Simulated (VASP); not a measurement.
# Al30Cu (a cell with a defect) in VASP: further runs, part 3 of 3

VASP 6.6.1. The steps go on from the part before.

## (4) Single point, PBEsol

Contents of INCAR:

```
  ALGO = Normal
  EDIFF = 1E-6
  ENCUT = 520
  GGA = PS
  ISIF = 2
  ISMEAR = 0
  LASPH = T
  LCHARG = T
  LELF = T
  LREAL = Auto
  LVHAR = T
  LWAVE = F
  NBANDS = 72
  NELM = 100
  PREC = Accurate
  SIGMA = 0.05
```

Contents of KPOINTS:

```
k-points
0
Gamma
  3 3 3
```

Contents of POSCAR:

```
Al30Cu
1.0
    8.1000000000      0.0000000000      0.0000000000
    0.0000000000      8.1000000000      0.0000000000
    0.0000000000      0.0000000000      8.1000000000
Al Cu
30 1
Direct
    0.5098808642      0.0079964198      0.0004079012
    0.7537444444     -0.0004343210      0.2502762963
    0.2500388889      0.2473139506      0.0004049383
    0.5015488889      0.4999059259      0.0004124691
    0.7554472840      0.7533358025      0.0004128395
    0.2493575309      0.0001825926      0.2479054321
    0.5038102469      0.2543790123      0.2501062963
    0.7468044444      0.4973444444      0.2490109877
    0.4989796296      0.0016046914      0.5004108642
    0.7483334568      0.2533095062      0.5004027160
    0.7537227160     -0.0003823457      0.7505365432
   -0.0070100000      0.4922992593      0.0004074074
    0.2470809877      0.7535197531      0.0004237037
   -0.0020435802      0.2442928395      0.2440185185
    0.2494016049      0.5006487654      0.2515129630
    0.4995625926      0.7507496296      0.2505974074
    0.0023045679     -0.0002151852      0.5004064198
    0.2521455556      0.2519392593      0.5004388889
    0.4972818519      0.5034148148      0.5004149383
    0.7485033333      0.7458396296      0.5004075309
    0.2493416049      0.0002019753      0.7529353086
    0.5037833333      0.2544160494      0.7507072840
    0.7467895062      0.4973565432      0.7518039506
    0.0012918519      0.7516880247      0.2494953086
   -0.0009800000      0.4996319753      0.5004240741
    0.2501866667      0.7512013580      0.5004139506
   -0.0020576543      0.2443139506      0.7568098765
    0.2493943210      0.5006734568      0.7493316049
    0.4995487654      0.7507535802      0.7502364198
    0.0013014815      0.7517245679      0.7513385185
    0.7956035802      0.1908929630      0.0004369136
```

Potentials or basis: VASP PAW PBE potentials, release 64 (Al, Cu).

The run is started by

```
> cat potpaw_PBE.64/Al/POTCAR potpaw_PBE.64/Cu/POTCAR > POTCAR
> mpirun -np 1 vasp_std > vasp.out
```

OUTCAR:

```text
EDIFF = 1E-6
   ENCUT = 520
   GGA = PS
   ISIF = 2
   ISMEAR = 0
   LASPH = T
   LREAL = Auto
   NELM = 100
   PREC = Accurate

 ion  position               nearest neighbor table
   1  0.510  0.008  0.000-  31 2.75  11 2.83   2 2.83   7 2.84  22 2.84   3 2.86   5 2.87  29 2.91
                            16 2.91  21 2.91   6 2.91  13 2.96
   2  0.754  1.000  0.250-  31 2.57  14 2.80   1 2.83  24 2.84   5 2.84  17 2.86  16 2.88  20 2.89
                            10 2.89   7 2.89   9 2.89
   3  0.250  0.247  0.000-  21 2.83   6 2.83  27 2.84  14 2.84   1 2.86  12 2.88  22 2.88   7 2.88
                             4 2.89  28 2.89  15 2.89
   4  0.502  0.500  0.000-  23 2.83   8 2.83  22 2.84   7 2.84  29 2.87  16 2.87  28 2.88  15 2.88
                             3 2.89   5 2.91  13 2.91
   5  0.755  0.753  0.000-  24 2.83  30 2.83   2 2.84  11 2.84  12 2.86   1 2.87  23 2.89   8 2.89
                            16 2.90  29 2.90   4 2.91
   6  0.249  0.000  0.248-  13 2.83   3 2.83  14 2.84  24 2.84  17 2.86  16 2.86  26 2.87   9 2.88
                            18 2.89   1 2.91   7 2.91
   7  0.504  0.254  0.250-   8 2.78  10 2.83   4 2.84   1 2.84  19 2.86  15 2.87  18 2.88   9 2.88
                             3 2.88   2 2.89   6 2.91
   8  0.747  0.497  0.249-   7 2.78   4 2.83  12 2.83  10 2.84  20 2.86  16 2.87  19 2.87  25 2.88
                            14 2.89   5 2.89  24 2.91
   9  0.499  0.002  0.500-  18 2.85  26 2.86  16 2.87  29 2.87  10 2.87   6 2.88  21 2.88   7 2.88
[... 28 lines left out ...]
                            27 2.89   5 2.89  30 2.91
  24  0.001  0.752  0.249-  13 2.83   5 2.83   2 2.84   6 2.84  17 2.86  15 2.86  26 2.86  25 2.88
                            20 2.89  12 2.91   8 2.91
  25  0.999  0.500  0.500-  20 2.85  10 2.85  28 2.86  15 2.86  18 2.87  26 2.88  24 2.88  30 2.88
                            23 2.88   8 2.88  27 2.93  14 2.93
  26  0.250  0.751  0.500-  19 2.83  17 2.84  29 2.86  16 2.86   9 2.86  28 2.86  15 2.86  30 2.86
                            24 2.86   6 2.87  21 2.87  25 2.88
  27  0.998  0.244  0.757-  31 2.60  11 2.80  12 2.82  21 2.84   3 2.84  17 2.87  23 2.89  10 2.90
                            28 2.91  18 2.93  25 2.93
  28  0.249  0.501  0.749-  19 2.85  18 2.85  30 2.86  25 2.86  26 2.86  29 2.87  22 2.87   4 2.88
                            13 2.89   3 2.89  12 2.91  27 2.91
  29  0.500  0.751  0.750-  19 2.85  20 2.86  26 2.86  21 2.86  28 2.87   9 2.87  23 2.87   4 2.87
                            13 2.88  11 2.88   5 2.90   1 2.91
  30  0.001  0.752  0.751-  13 2.83   5 2.83  11 2.84  21 2.84  17 2.86  28 2.86  26 2.86  25 2.88
[... 221 lines left out ...]
   NGX = 31   NGY = 31   NGZ = 31

 number of electron     101.0000000 magnetization

 Free energy of the ion-electron system (eV)
  ---------------------------------------------------
  ext. energy  EPLUGINS =         0.00000000
  ---------------------------------------------------
  free energy    TOTEN  =      -126.21146699 eV

  energy without entropy =     -126.20328975  energy(sigma->0) =     -126.20737837

 E-fermi :   7.2500     XC(G=0): -10.1196

 val. band max:        7.2427988730   @ k =   0.0000   0.0000   0.0000
 cond. band min:       7.3001430010   @ k =   0.0000   0.3333   0.0000
 fundamental gap:      0.0573441280
 Fermi energy:         7.2499691274

 k-point     1 :       0.0000    0.0000    0.0000
  band No.  band energies     occupation
      1      -3.4397      2.00000
      2      -1.3091      2.00000
      3      -1.2951      2.00000
      4      -1.2762      2.00000
      5      -1.2586      2.00000
      6      -1.1100      2.00000
[... 899 lines left out ...]
     61       9.1746      0.00000
     62       9.2141      0.00000
 [bands above 62 left out]

------------------------ aborting loop because EDIFF is reached ----------------------------------------

  FORCE on cell =-STRESS in cart. coord.  units (eV):
  Direction    XX          YY          ZZ          XY          YZ          ZX
  --------------------------------------------------------------------------------------
  -------------------------------------------------------------------------------------
  Total      -12.8117573    -12.8264673     -8.8338784      0.1796228      0.0029810      0.0023281
  in kB      -38.6246209    -38.6689683    -26.6321937      0.5415232      0.0089871      0.0070188
  external PRESSURE =     -34.6419276 kB  Pullay stress =       0.0000000 kB

 VOLUME and BASIS-vectors are now :
 -----------------------------------------------------------------------------
  energy-cutoff  :      520.00
  volume of cell :      531.44
      direct lattice vectors                 reciprocal lattice vectors
     8.100000000  0.000000000  0.000000000     0.123456790  0.000000000  0.000000000
     0.000000000  8.100000000  0.000000000     0.000000000  0.123456790  0.000000000
     0.000000000  0.000000000  8.100000000     0.000000000  0.000000000  0.123456790

 POSITION                                       TOTAL-FORCE (eV/Angst)
 -----------------------------------------------------------------------------------
      4.13004      0.06477      0.00330        -0.009333     -0.026803     -0.001739
      6.10533      8.09648      2.02724         0.026231     -0.007198     -0.045841
      2.02532      2.00324      0.00328         0.023452      0.000037     -0.000136
      4.06255      4.04924      0.00334         0.001425     -0.002544      0.001305
      6.11912      6.10202      0.00334        -0.010134     -0.046062     -0.000182
      2.01980      0.00148      2.00803         0.007723     -0.004099     -0.008755
[... 23 lines left out ...]
      0.01054      6.08897      6.08584         0.003452     -0.010386      0.013926
      6.44439      1.54623      0.00354        -0.268168      0.338173     -0.000485
 -----------------------------------------------------------------------------------
    total drift:                               -0.010863      0.030836      0.016186

  FREE ENERGIE OF THE ION-ELECTRON SYSTEM (eV)
  ---------------------------------------------------
  free  energy   TOTEN  =      -126.2114669914 eV

  energy  without entropy=     -126.2032897485  energy(sigma->0) =     -126.20737837
```

stdout:

```text
POSCAR found type information on POSCAR AlCu
 POSCAR found :  2 types and      31 ions
 scaLAPACK will be used
 -----------------------------------------------------------------------------
|                                                                             |
|                                                                             |
|     You enforced a specific xc type in the INCAR file but a different       |
|     I HOPE YOU KNOW WHAT YOU ARE DOING!                                     |
|                                                                             |
 -----------------------------------------------------------------------------

 LDA part: xc-table for (Slater+PW92), standard interpolation
 POSCAR, INCAR and KPOINTS ok, starting setup
 FFT: planning ... GRIDC
 FFT: planning ... GRID_SOFT
 FFT: planning ... GRID
 WAVECAR not read
 entering main loop
```

Wall time 22 min (1 thread of Oxide Virtual Turin-like, shared host); peak memory 0.62 GiB.

Results:

- Free energy: -126.2115 eV
- Pressure: -3.5 GPa
- Largest force: 0.432 eV/Å
- Band gap on the k mesh: zero (an odd number of electrons rules out a gap without spin polarisation)

Forces on the atoms (eV/Å):
```
Al  -0.009 -0.027 -0.002
Al   0.026 -0.007 -0.046
Al   0.023  0.000  0.000
Al   0.001 -0.003  0.001
Al  -0.010 -0.046  0.000
Al   0.008 -0.004 -0.009
Al   0.022 -0.020 -0.015
Al   0.010 -0.028  0.002
Al   0.027  0.003  0.001
Al   0.010 -0.021  0.000
Al   0.027 -0.008  0.044
Al   0.005 -0.023 -0.002
Al   0.003 -0.016 -0.001
Al   0.018 -0.012 -0.009
Al   0.007  0.003  0.011
Al  -0.004 -0.006  0.013
Al   0.002 -0.006 -0.001
Al   0.014 -0.003  0.000
Al   0.002 -0.011 -0.001
Al   0.005 -0.004 -0.001
Al   0.010 -0.005  0.007
Al   0.024 -0.022  0.014
Al   0.011 -0.025 -0.002
Al   0.006 -0.009 -0.015
Al   0.004 -0.020  0.002
Al   0.006  0.003  0.002
Al   0.016 -0.013  0.009
Al   0.004  0.005 -0.011
Al  -0.003 -0.004 -0.009
Al   0.003 -0.010  0.014
Cu  -0.268  0.338  0.000
```

Levels at points of the mesh, in eV from the Fermi level:
| k point | band 49 | band 50 | band 51 | band 52 | band 53 | band 54 |
| --- | --- | --- | --- | --- | --- | --- |
| (0.00, 0.00, 0.00) | -0.11 | -0.01 | 0.57 | 0.67 | 0.67 | 0.68 |

Caveat: the PAW data sets were made with another functional, which shifts forces and pressure a little.
